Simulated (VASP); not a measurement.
Input of a VASP 6.6.1 run:

The input INCAR:

```
SYSTEM = ZnS
PREC = Accurate ; ENCUT = 520
EDIFF = 1E-7 ; ISMEAR = 0
SIGMA = 0.01 ; LREAL = .False.
LASPH = .True. ; NELM = 80
ALGO = Normal ; ISIF = 2
LWAVE = .False. ; LCHARG = .False.
GGA = RP ; NBANDS = 26
```

The input KPOINTS:

```
regular mesh
0
Gamma
  6 6 3
  0 0 0
```

Contents of POSCAR:

```
ZnS
1.0
    3.7594936861      0.0000000000      0.0000000000
   -1.8797468431      3.2558172212      0.0000000000
    0.0000000000      0.0000000000      6.1497464286
Zn S
2 2
Direct
    0.3333333333      0.6666666667      0.0000000000
    0.6666666667      0.3333333333      0.5000000000
    0.3333333333      0.6666666667      0.3850000000
    0.6666666667      0.3333333333      0.8850000000
```

Potentials or basis: VASP PAW PBE potentials, release 64 (Zn, S).

Command:

```sh
$ cat potpaw_PBE.64/Zn/POTCAR potpaw_PBE.64/S/POTCAR > POTCAR
$ mpirun -np 1 vasp_std > vasp.out
```

Task: Estimate the pressure.

Result: 8.8 GPa.

Task: Estimate the largest force.

Result: 0.381 eV/Å.

Forces on the atoms (eV/Å):
```
Zn   0.000  0.000  0.381
Zn   0.000  0.000  0.381
S    0.000  0.000 -0.381
S    0.000  0.000 -0.381
```

Caveat: the PAW data sets were made with another functional, which shifts forces and pressure a little.
